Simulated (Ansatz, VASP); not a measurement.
## One calculation of Cs, two programs

```
Cs
1.0
     0.00000    5.53077    5.53077
     5.53077    0.00000    5.53077
     5.53077    5.53077    0.00000
Cs
2
Cartesian
  1.3827 1.3827 1.3827
  9.6789 9.6789 9.6789
```

Alike in both runs: functional PBEsol; k mesh 5 × 5 × 5; occupations fermi-dirac, width 0.1 eV; no spin polarisation.

Ansatz relaxed the structure, and its values are those at the end. VASP's run is a single point on that final structure, the one shown.

```csv
,VASP,Ansatz
version,VASP 6.6.1,Ansatz 0.2.0
potentials or method,"VASP PAW PBE potentials, release 64 (Cs_sv), cutoff 520 eV","plane waves (420 eV) with PAW, scalar-relativistic"
valence electrons in the cell,18,18
```

|  | VASP | Ansatz | Ansatz less VASP |
| --- | --- | --- | --- |
| pressure (GPa) | 0.0 | 0.0 | 0.00 |

VASP's potentials were made for PBE, not for PBEsol, and Ansatz warns of the same on its side.

Spin-orbit coupling is off throughout.
